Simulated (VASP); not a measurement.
The system is Ge.

```xyz
2
Lattice="0.0258 2.8343 2.8343 2.8343 0.0258 2.8343 2.8343 2.8343 0.0258" Properties=species:S:1:pos:R:3 pbc="T T T"
Ge    0.0032    0.0032    0.0032
Ge    1.4204    1.4204    1.4204
```

This cell differs from its parent crystal: epitaxial 111 strain -1.0%.

Base run:

* Program: VASP 6.6.1
* Functional: PBE
* Potentials or basis: VASP PAW PBE potentials, release 64 (Ge_d)
* Cutoff: 520 eV
* k mesh: 8 × 8 × 8
* Occupations: fermi-dirac, width 0.02 eV
* Spin: no spin polarisation

Its results: band gap on the k mesh 0.06 eV, direct; pressure 4.2 GPa.

**Question.** The run is repeated on the same cell with these changes: functional from PBE to r2SCAN; further incar settings from ALGO = Normal; EDIFF = 1e-07; NBANDS = 21 to ALGO = Normal; EDIFF = 1e-06; NBANDS = 21. What comes out?

**Answer.** Band gap on the k mesh 0.38 eV, indirect (least direct gap 0.43 eV); pressure 1.3 GPa.

Caveats: the PAW data sets were made with another functional, which shifts forces and pressure a little (some runs).

A k mesh can miss the band edges.
